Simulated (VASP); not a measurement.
Sn:

```
Sn
1.0
     0.00000    3.23334    3.23334
     3.23334    0.00000    3.23334
     3.23334    3.23334    0.00000
Sn
2
Direct
  0.75000 0.75000 0.75000
  0.50000 0.50000 0.50000
```

This isn't the form of Sn at room conditions, which is tetragonal (white tin).

```yaml
Program: VASP 6.6.1
Task: relaxation of cell and atoms
Functional: PBE
Dispersion: D3(BJ)
Potentials_or_basis: VASP PAW PBE potentials, release 64 (Sn_d)
Cutoff: 600 eV
k_mesh: 7 × 7 × 7
Occupations: fermi-dirac, width 0.05 eV
Spin: no spin polarisation
```

At the start: pressure 2.2 GPa; volume 33.80 Å³/atom.

Problem. Where does the relaxation end?

Solution. Over 3 steps the energy falls by 10.9 meV/atom and the volume is 35.49 Å³/atom (+5.0 %); space group Fd-3m (No. 227, to 0.1 Å) before and after.

Step by step:
| step | energy change (eV) | largest force (eV/Å) | pressure (GPa) | volume (Å³) |
| --- | --- | --- | --- | --- |
| 1 | 0.0000 | 0.0000 | 2.18 | 67.61 |
| 2 | -0.0193 | 0.0000 | -0.63 | 72.21 |
| 3 | -0.0218 | 0.0000 | 0.00 | 70.98 |

Final structure:
```xyz
2
Lattice="0.0000 3.2862 3.2862 3.2862 0.0000 3.2862 3.2862 3.2862 0.0000" Properties=species:S:1:pos:R:3 pbc="T T T"
Sn    4.9293    4.9293    4.9293
Sn    3.2862    3.2862    3.2862
```
